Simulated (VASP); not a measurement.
The system is Si7C.

```xyz
8
Lattice="0.0000 -2.5990 -2.5990 2.5990 5.1980 -2.5990 5.1980 -2.5990 2.5990" Properties=species:S:1:pos:R:3 pbc="T T T"
C     2.5990    0.0000   -2.5990
Si    2.5990   -2.5990    0.0000
Si    5.1980    0.0000    0.0000
Si    0.0000    0.0000    0.0000
Si    6.4975   -1.2995   -1.2995
Si    1.2995   -1.2995   -1.2995
Si    3.8985    1.2995   -1.2995
Si    3.8985   -1.2995    1.2995
```

* Program: VASP 6.6.1
* Task: relaxation of cell and atoms
* Functional: LDA
* Potentials or basis: VASP PAW LDA potentials, release 64 (C, Si)
* Cutoff: 600 eV
* k mesh: 6 × 6 × 4
* Occupations: gaussian, width 0.1 eV
* Spin: no spin polarisation

At the start: pressure 0.9 GPa; volume 17.56 Å³/atom.

Problem. Where does the relaxation end?

Solution. Over 12 steps the energy falls by 230.0 meV/atom and the volume is 16.86 Å³/atom (-3.9 %); space group Cm (No. 8, to 0.1 Å) before and after.

The path:
```csv
step,energy change (eV),largest force (eV/Å),pressure (GPa),volume (Å³)
1,0.0000,3.9169,0.91,140.45
2,-1.2693,1.7564,-3.93,142.47
3,-1.4710,1.2739,-5.51,143.58
4,-1.6639,1.1776,4.58,130.56
5,-1.7431,1.0460,0.62,134.81
6,-1.8219,0.2529,0.14,134.94
7,-1.8227,0.2322,0.10,134.95
8,-1.8306,0.2106,-0.14,135.18
9,-1.8317,0.2352,-0.26,135.30
10,-1.8367,0.1601,-0.05,135.04
11,-1.8378,0.1235,0.10,134.85
12,-1.8397,0.0456,0.08,134.91
```

Final structure:
```
C Si
1.0
     0.00000   -2.54942   -2.54942
     2.56623    5.13506   -2.58564
     5.14147   -2.57656    2.57656
C Si
1 7
Direct
  0.75061 0.50122 0.24770
  0.49562 0.99124 0.47855
  0.24940 0.49879 0.74966
  0.00265 0.00530 0.01738
  0.80706 0.61412 0.97913
  0.59088 0.18176 0.19490
  0.29991 0.59981 0.39461
  0.05388 0.10775 0.68808
```

Caveat: the relaxation stopped at a loose force limit of 0.05 eV/Å, so its end isn't a converged minimum.
